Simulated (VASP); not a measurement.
Au: single point with PBE

Au:

```
Au
1.0
     0.00000    2.07618    2.07618
     2.07618    0.00000    2.07618
     2.07618    2.07618    0.00000
Au
1
Direct
  0.00000 0.00000 0.00000
```

This cell differs from its parent crystal: strain +0.015 along x and y, +0.015 along z.

- Program: VASP 6.6.1
- Task: single point
- Functional: PBE
- Potentials or basis: VASP PAW PBE potentials, release 64 (Au)
- Cutoff: 520 eV
- k mesh: 20 × 20 × 20
- Occupations: gaussian, width 0.15 eV
- Spin: no spin polarisation
- Dipole correction: no
- Further INCAR settings: ALGO = Normal; EDIFF = 1e-07; NBANDS = 12

| Quantity | Value |
| --- | --- |
| Pressure | 0.4 GPa |

Levels at points of the mesh, in eV from the Fermi level:
```tsv
k point	band 2	band 3	band 4	band 5	band 6	band 7	band 8	band 9	band 10	band 11
(0.00, 0.00, 0.00)	-4.41	-4.41	-4.41	-3.02	-3.02	14.61	18.32	18.32	18.32	23.07
(0.50, 0.00, 0.00)	-4.44	-4.44	-1.92	-1.92	-0.70	2.84	14.05	16.79	16.79	24.22
(0.50, 0.50, 0.00)	-6.30	-1.96	-1.62	-1.62	1.19	5.41	9.90	9.90	16.71	19.18
```

Run time: 14 s on 1 thread of Intel(R) Xeon(R) 6975P-C (Granite Rapids), with other jobs on the host, peak memory 0.18 GiB.

Caveat: the cell differs from its parent crystal (strain +0.015 along x and y, +0.015 along z); spin-orbit coupling is left out, which moves the levels of the heavy elements.
